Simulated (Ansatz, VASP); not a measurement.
Ti in VASP and in Ansatz

```xyz
2
Lattice="0.0000 -2.0552 -2.0552 -2.0552 0.0000 -2.0552 2.0552 2.0552 -4.1103" Properties=species:S:1:pos:R:3 pbc="T T T"
Ti   -0.0866   -0.0866   -4.0237
Ti    0.0866    0.0866   -0.0866
```

Change from the starting cell: mode 6 (151.4 1/cm) frozen in, largest displacement -0.150 Å.

Alike in both runs: task single point; functional r2SCAN; k mesh 24 × 24 × 24; occupations gaussian, width 0.15 eV; no spin polarisation.

|  | VASP | Ansatz |
| --- | --- | --- |
| version | VASP 6.6.1 | Ansatz 0.2.0 |
| potentials or method | VASP PAW PBE potentials, release 64 (Ti_sv), cutoff 520 eV | scalar-relativistic, plane waves, PAW |
| valence electrons in the cell | 24 | 24 |

Ansatz gave:

| Quantity | Value |
| --- | --- |
| gap on the k mesh at the Fermi level (eV) | none |
| pressure (GPa) | 3.8 |
| traceless stress, the component that is largest in VASP (GPa) | 1.26 |
| rms of the force components (eV/Å) | 0.861 |

Problem. What did VASP give for the same quantities?

Solution. gap on the k mesh at the Fermi level (eV): none; pressure (GPa): 4.2; traceless stress, the component that is largest in VASP (GPa): 1.29; rms of the force components (eV/Å): 0.886.

VASP's potentials were made for PBE, not for r2SCAN. Atom by atom the forces differ by 0.025 eV/Å (rms over components). A gap of «none» marks a metal or a gap that the smearing closes. The functional is the same, so the differences come from potentials, cutoffs and numerics.
